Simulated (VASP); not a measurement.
Runs of VASP 6.6.1 on Rh. The structure is that of space group Fm-3m (No. 225), or close to it. The cells are those of the table. 

```csv
cell,gap on the mesh (eV),pressure (GPa)
"a = 2.716, b = 2.689 Å, angles 60.3, 59.3, 60.3°, 1 atom",none,-4.7
"a = 2.703, b = 2.689 Å, angles 60.2, 59.7, 60.2°, 1 atom",none,(a)
"a = 2.709, b = 2.689 Å, angles 60.2, 59.5, 60.2°, 1 atom",none,-3.3
"a = 2.713, b = 2.689 Å, angles 60.3, 59.4, 60.3°, 1 atom",none,-3.9
```

Alike in all rows: task single point; level r2SCAN; potentials or basis VASP PAW PBE potentials, release 64 (Rh_pv); no spin polarisation; k mesh 22 × 22 × 22; cutoff (eV) 520; smearing gaussian 0.15 eV.

Problem. Fill in the values left out.

Solution. (a) -2.2.

Caveats: an empty level that is flat over the whole mesh can mark a ghost state of the potentials, or a narrow d or f band; the PAW data sets were made with another functional, which shifts forces and pressure a little; the cell stands under tension (at least some runs).

A k mesh can miss the band edges, and the runs leave out spin-orbit coupling on Rh.

A gap of «none» marks levels without a gap at the run's occupations.
